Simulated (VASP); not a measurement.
Here is a VASP 6.6.1 calculation.

File INCAR:

```
ALGO     = Normal         # electronic algorithm
EDIFF    = 1E-6           # SCF threshold, eV
ENCUT    = 520            # plane-wave cutoff, eV
GGA      = PE             # functional
ISIF     = 2              # what is computed and relaxed
ISMEAR   = 0              # smearing method
LASPH    = True           # aspherical terms in the spheres
LCHARG   = True           # write CHGCAR
LELF     = True           # ELF
LREAL    = False          # projectors in reciprocal space
LVHAR    = True         
LWAVE    = False          # write WAVECAR
NBANDS   = 17             # bands
NELM     = 80             # most SCF steps
PREC     = Accurate       # precision mode
SIGMA    = 0.03           # smearing width, eV
```

File KPOINTS:

```
k-points
0
Gamma
  10 10 10
```

The input POSCAR:

```
PbS
1.0
    0.0000000000      3.0539500000      2.9205250000
    3.0539500000      0.0000000000      2.9205250000
    3.0539500000      3.0539500000      0.0000000000
Pb S
1 1
Direct
    0.0000000000      0.0000000000      0.0000000000
    0.5000000000      0.5000000000      0.5000000000
```

Potentials or basis: VASP PAW PBE potentials, release 64 (Pb_d, S).

Run with:

```console
$ cat potpaw_PBE.64/Pb_d/POTCAR potpaw_PBE.64/S/POTCAR > POTCAR
$ mpirun -np 1 vasp_std > vasp.out
```

Predict the pressure.

0.0 GPa.

Predict the band gap on the k mesh.

0.46 eV, direct.

Stress tensor (GPa, compression positive):
```
-1.72  0.00  0.00
 0.00 -1.72  0.00
 0.00  0.00  3.44
```

Caveat: the cell differs from its parent crystal (strain +0.030 along x and y, -0.015 along z); spin-orbit coupling is left out, which moves the levels of the heavy elements. A k mesh can miss the band edges.
